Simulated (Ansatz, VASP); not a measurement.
# SiC: VASP beside Ansatz

```
Si C
1.0
     0.00000    2.23852    2.23852
     2.23852    0.00000    2.23852
     2.19912    2.19912    0.03940
Si C
1 1
Direct
  0.00000 0.00000 0.00000
  0.75000 0.75000 0.75000
```

Alike in both runs: task single point; functional PBE; k mesh 12 × 12 × 12; occupations gaussian, width 0.05 eV; no spin polarisation.

|  | VASP | Ansatz |
| --- | --- | --- |
| version | VASP 6.6.1 | Ansatz 0.2.0 |
| potentials or method | VASP PAW PBE potentials, release 64 (Si, C), cutoff 520 eV | scalar-relativistic, plane waves, PAW |
| valence electrons in the cell | 8 | 8 |

|  | VASP | Ansatz | Ansatz less VASP |
| --- | --- | --- | --- |
| gap on the k mesh at the Fermi level (eV) | 1.31 | 1.32 | +0.004 |
| least direct gap on the mesh (eV) | 4.34 | 4.34 | +0.007 |
| pressure (GPa) | -7.5 | -7.5 | +0.01 |
| traceless stress, the component that is largest in VASP (GPa) | 4.32 | 4.30 | -0.017 |
| rms of the force components (eV/Å) | 0.120 | 0.120 | +0.0002 |

Atom by atom the forces differ by 0.000 eV/Å (rms over components). The functional is the same, so the differences come from potentials, cutoffs and numerics.
